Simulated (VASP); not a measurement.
Tc, 1 atom in the cell. Symmetry: Fm-3m, No. 225, cubic system. The conventional cell has a = 3.951 Å, b = 3.951 Å, c = 3.951 Å, α = 90.00°, β = 90.00°, γ = 90.00°. Tc (site symmetry m-3m) has 12 Tc at 2.79 Å within 3.7 Å. This isn't the form of Tc at room conditions, which is hcp.

| Item | Value |
| --- | --- |
| Program | VASP 6.6.1 |
| Task | single point |
| Functional | PBEsol |
| Potentials or basis | VASP PAW PBE potentials, release 64 (Tc_pv) |
| Cutoff | 520 eV |
| k mesh | 18 × 18 × 18 |
| Occupations | fermi-dirac, width 0.03 eV |
| Spin | no spin polarisation |
| Dipole correction | no |
| Further INCAR settings | ALGO = Normal; EDIFF = 1e-06; NBANDS = 12 |

Potentials or basis: VASP PAW PBE potentials, release 64 (Tc_pv).

Command:

```sh
$ cat potpaw_PBE.64/Tc_pv/POTCAR > POTCAR
$ mpirun -np 1 vasp_std > vasp.out
```

Hardware: 1 thread of Intel Xeon 8259CL, with other jobs on the host.

**Question.** Estimate the wall time of this run.

**Answer.** Run time: 28 s on 1 thread of Intel Xeon 8259CL (shared host), peak memory 0.17 GiB. Counts: scf iterations 11, k points 195.
